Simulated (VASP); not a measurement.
# Mg (P6_3/mmc) in VASP: further runs

Mg is run at these levels: HSE06, PBE0, r2SCAN0; tasks: single point.

Everything below comes from runs of VASP 6.6.1. Logs are shortened: lines on timing, memory, paths and dates and some standing lists are left out, and cuts for length are marked.

## 1. The cell of the first run

Symmetry: P6_3/mmc, No. 194, hexagonal system. The conventional cell has a = 3.177 Å, b = 3.177 Å, c = 10.319 Å, α = 90.00°, β = 90.00°, γ = 120.00°. Mg (site symmetry -6m2) has 12 Mg at 3.17 to 3.18 Å within 4.2 Å. Mg (site symmetry -3m) has 12 Mg at 3.17 to 3.18 Å within 4.2 Å.

## 2. Single point, HSE06

POSCAR

```
Mg
1.0
    3.1768261656      0.0000000000      0.0000000000
   -1.5884130828      2.7512121628      0.0000000000
    0.0000000000      0.0000000000     10.3188620100
Mg
4
Direct
    0.6666666667      0.3333333333      0.7500000000
    0.0000000000      0.0000000000      0.5000000000
    0.3333333333      0.6666666667      0.2500000000
    0.0000000000      0.0000000000      0.0000000000
```

INCAR.step1

```
ALGO = Normal
EDIFF = 1E-5
ENCUT = 520
GGA = PE
ISIF = 2
ISMEAR = -1
LASPH = T
LCHARG = F
LREAL = F
LWAVE = T
NBANDS = 12
NELM = 60
PREC = Accurate
SIGMA = 0.05
```

INCAR.step2

```
ALGO = Normal
EDIFF = 1E-6
ENCUT = 520
GGA = PE
HFSCREEN = 0.2079
ISIF = 2
ISMEAR = -1
ISTART = 1
LASPH = T
LCHARG = F
LHFCALC = T
LREAL = F
LWAVE = F
NBANDS = 12
NELM = 60
PREC = Accurate
PRECFOCK = Normal
SIGMA = 0.05
```

KPOINTS

```
k-points
0
Gamma
  6 6 2
```

Potentials or basis: VASP PAW PBE potentials, release 64 (Mg).

Started as:

```
> cat potpaw_PBE.64/Mg/POTCAR > POTCAR
> cp INCAR.step1 INCAR
> mpirun -np 1 vasp_std > vasp.out
> cp INCAR.step2 INCAR
> mpirun -np 1 vasp_std > vasp.out
```

OUTCAR:

```text
EDIFF = 1E-6
   ENCUT = 520
   GGA = PE
   HFSCREEN = 0.2079
   ISIF = 2
   ISMEAR = -1
   ISTART = 1
   LASPH = T
   LHFCALC = T
   LREAL = F
   NELM = 60
   PREC = Accurate
   PRECFOCK = Normal

 ion  position               nearest neighbor table
   1  0.667  0.333  0.750-   2 3.17   4 3.17   2 3.17   4 3.17   2 3.17   4 3.17
   2  0.000  0.000  0.500-   1 3.17   3 3.17   3 3.17   1 3.17   1 3.17   3 3.17
   3  0.333  0.667  0.250-   2 3.17   4 3.17   2 3.17   4 3.17   2 3.17   4 3.17
   4  0.000  0.000  0.000-   1 3.17   3 3.17   3 3.17   1 3.17   1 3.17   3 3.17

  LATTYP: Found a hexagonal cell.
 ALAT       =     3.1768261656
 C/A-ratio  =     3.2481670296

  Lattice vectors:

 A1 = (   3.1768261656,   0.0000000000,   0.0000000000)
 A2 = (  -1.5884130828,   2.7512121628,   0.0000000000)
 A3 = (   0.0000000000,   0.0000000000,  10.3188620100)

Analysis of symmetry for initial positions (statically):
=====================================================================
 Subroutine PRICEL returns:
 Original cell was already a primitive cell.

 Routine SETGRP: Setting up the symmetry group for a
 hexagonal supercell.

 Subroutine GETGRP returns: Found 24 space group operations
 (whereof 12 operations were pure point group operations)
 out of a pool of 24 trial point group operations.

The static configuration has the point symmetry D_3d.
 The point group associated with its full space group is D_6h.

Analysis of symmetry for dynamics (positions and initial velocities):
=====================================================================
 Subroutine PRICEL returns:
 Original cell was already a primitive cell.

 Routine SETGRP: Setting up the symmetry group for a
 hexagonal supercell.

 Subroutine GETGRP returns: Found 24 space group operations
 (whereof 12 operations were pure point group operations)
 out of a pool of 24 trial point group operations.

The dynamic configuration has the point symmetry D_3d.
 The point group associated with its full space group is D_6h.

 Subroutine INISYM returns: Found 24 space group operations
 (whereof 12 operations are pure point group operations),
 and found     1 'primitive' translations

----------------------------------------------------------------------------------------

[... 102 lines left out ...]
   IALGO  =     38    algorithm
   IMIX   =      1    mixing-type and parameters
     AMIX     =   0.40;   BMIX     =  1.00
     AMIX_MAG =   1.60;   BMIX_MAG =  1.00
  volume/ion in A,a.u.               =      22.55       152.15
  Fermi-wavevector in a.u.,A,eV,Ry     =   0.730110  1.379708  7.252733  0.533061
  Thomas-Fermi vector in A             =   1.821999
   LORBIT       =      0    0 simple, 1 ext, 2 COOP (PROOUT), +10 PAW based schemes
   GGA     = PE    functional components
   LHFCALC =     T    Hartree Fock is set to
   PRECFOCK=normal    Normal, Fast or Accurate (Low or Medium for compatibility)
   ENCUT4O =  -1.0   cutoff for four orbital integrals eV
   NKREDX  =     1    reduce k-point grid by
   NKREDY  =     1    reduce k-point grid by
   NKREDZ  =     1    reduce k-point grid by
   AEXX    =    0.2500 exact exchange contribution
   HFSCREEN=    0.2079 screening length (either q_TF or 0.3 A-1)
   HFSCREENC=   0.2079 screening length for correlation (either q_TF or 0.3 A-1)
   ENCUTFOCK=  -1.0 apply spherical cutoff to Coloumb kernel
   IVDW    =     0    specifies the selected vdW correction
   LEPSILON=     F    determine dielectric tensor
   LRPA    =     F    only Hartree local field effects (RPA)
 non-spin polarized calculation
  energy-cutoff  :      520.00
  volume of cell :       90.19
 maximum number of plane-waves:      2444
 NGX is ok and might be reduce to    24
  NGX = 18; NGY = 18; NGZ = 60

 number of electron       8.0000000 magnetization

 Free energy of the ion-electron system (eV)
  ---------------------------------------------------
  ext. energy  EPLUGINS =         0.00000000
  ---------------------------------------------------
  free energy    TOTEN  =        -5.93807634 eV

  energy without entropy =       -5.91976651  energy(sigma->0) =       -5.92892143

 E-fermi :   2.5917     XC(G=0):  -7.1301

 val. band max:        2.5495313917   @ k =   0.3333   0.3333   0.5000
 cond. band min:       2.6111470234   @ k =   0.3333   0.1667   0.0000
 fundamental gap:      0.0616156316
 Fermi energy:         2.5916844895

 k-point     1 :       0.0000    0.0000    0.0000
  band No.  band energies     occupation
      1      -5.3878      2.00000
      2      -3.7739      2.00000
      3      -3.7680      2.00000
      4       0.7044      2.00000
      5       1.3464      2.00000
      6       8.3284      0.00000
      7       8.3359      0.00000
      8      14.5949      0.00000
      9      14.5949      0.00000
     10      14.6945      0.00000
     11      14.6945      0.00000
     12      15.4019      0.00000
[... 181 lines left out ...]
 k-point    14 :       0.3333    0.3333    0.5000
  band No.  band energies     occupation
      1       2.2655      1.99707
      2       2.2655      1.99707
      3       2.3652      1.97866
      4       2.3652      1.97866
      5       2.5495      1.39822
      6       2.5495      1.39822
      7       4.9656      0.00000
      8       4.9656      0.00000
      9       5.7858      0.00000
     10       5.7858      0.00000
     11       6.1410      0.00000
     12       6.1410      0.00000

------------------------ aborting loop because EDIFF is reached ----------------------------------------

  FORCE on cell =-STRESS in cart. coord.  units (eV):
  Direction    XX          YY          ZZ          XY          YZ          ZX
  --------------------------------------------------------------------------------------
  -------------------------------------------------------------------------------------
  Total        0.0617486      0.0617486      0.7104696      0.0000000      0.0000000      0.0000000
  in kB        1.0969538      1.0969538     12.6213774      0.0000000      0.0000000      0.0000000
  external PRESSURE =       4.9384284 kB  Pullay stress =       0.0000000 kB

 VOLUME and BASIS-vectors are now :
 -----------------------------------------------------------------------------
  energy-cutoff  :      520.00
  volume of cell :       90.19
      direct lattice vectors                 reciprocal lattice vectors
     3.176826166  0.000000000  0.000000000     0.314779578  0.181738074  0.000000000
    -1.588413083  2.751212163  0.000000000     0.000000000  0.363476148  0.000000000
     0.000000000  0.000000000 10.318862010     0.000000000  0.000000000  0.096909911

 POSITION                                       TOTAL-FORCE (eV/Angst)
 -----------------------------------------------------------------------------------
      1.58841      0.91707      7.73915         0.000000      0.000000      0.000000
      0.00000      0.00000      5.15943         0.000000      0.000000      0.000000
     -0.00000      1.83414      2.57972        -0.000000      0.000000     -0.000000
      0.00000      0.00000      0.00000         0.000000      0.000000      0.000000
 -----------------------------------------------------------------------------------
    total drift:                                0.000013     -0.000020     -0.001963

  FREE ENERGIE OF THE ION-ELECTRON SYSTEM (eV)
  ---------------------------------------------------
  free  energy   TOTEN  =        -5.9380763424 eV

  energy  without entropy=       -5.9197665147  energy(sigma->0) =       -5.92892143
```

OSZICAR.step1:

```text
N       E                     dE             d eps       ncg     rms          rms(c)
DAV:   1     0.290053160854E+01    0.29005E+01   -0.26048E+03   336   0.477E+02
DAV:   2    -0.565722437907E+01   -0.85578E+01   -0.80719E+01   416   0.532E+01
DAV:   3    -0.590495725630E+01   -0.24773E+00   -0.24540E+00   464   0.676E+00
DAV:   4    -0.590635089779E+01   -0.13936E-02   -0.13932E-02   420   0.601E-01
DAV:   5    -0.590636690661E+01   -0.16009E-04   -0.16009E-04   452   0.649E-02    0.136E+00
DAV:   6    -0.589288237213E+01    0.13485E-01   -0.13732E-03   412   0.287E-01    0.867E-01
DAV:   7    -0.587731933421E+01    0.15563E-01   -0.52761E-03   380   0.493E-01    0.451E-02
DAV:   8    -0.587731905956E+01    0.27465E-06   -0.72638E-05   460   0.408E-02
   1 F= -.58773191E+01 E0= -.58667372E+01  d E =-.211638E-01
```

Wall time 8 min (1 thread of Intel Xeon Platinum 8124M at 3.00GHz (Skylake/Cascade Lake), shared host); peak memory 0.31 GiB.

What came out:

```
Free energy            : -5.9381 eV
Pressure               : 0.5 GPa
Band gap on the k mesh : zero (bands 4 and 5 overlap by 1.71 eV)
```

Levels at points of the mesh, in eV from the Fermi level:
| k point | band 1 | band 2 | band 3 | band 4 | band 5 | band 6 | band 7 | band 8 | band 9 |
| --- | --- | --- | --- | --- | --- | --- | --- | --- | --- |
| (0.00, 0.00, 0.00) | -7.98 | -6.37 | -6.36 | -1.89 | -1.25 | 5.74 | 5.74 | 12.00 | 12.00 |
| (0.50, 0.00, 0.00) | -2.35 | -2.33 | -1.16 | -1.13 | -0.37 | -0.34 | 3.25 | 3.42 | 4.02 |
| (0.00, 0.00, 0.50) | -7.57 | -7.57 | -4.36 | -4.36 | 1.86 | 1.86 | 9.96 | 9.96 | 12.20 |
| (0.50, 0.00, 0.50) | -2.05 | -2.05 | -1.88 | -1.88 | 0.94 | 0.94 | 1.45 | 1.45 | 6.55 |

Caveat: the k points lie up to 0.38 Å⁻¹ apart, too coarse for converged energies and pressures of a metal; the PAW data sets were made with another functional, which shifts forces and pressure a little.

[end of part 1 of 2]

The gap in the log of VASP goes by the Fermi energy; the results here count the filled bands.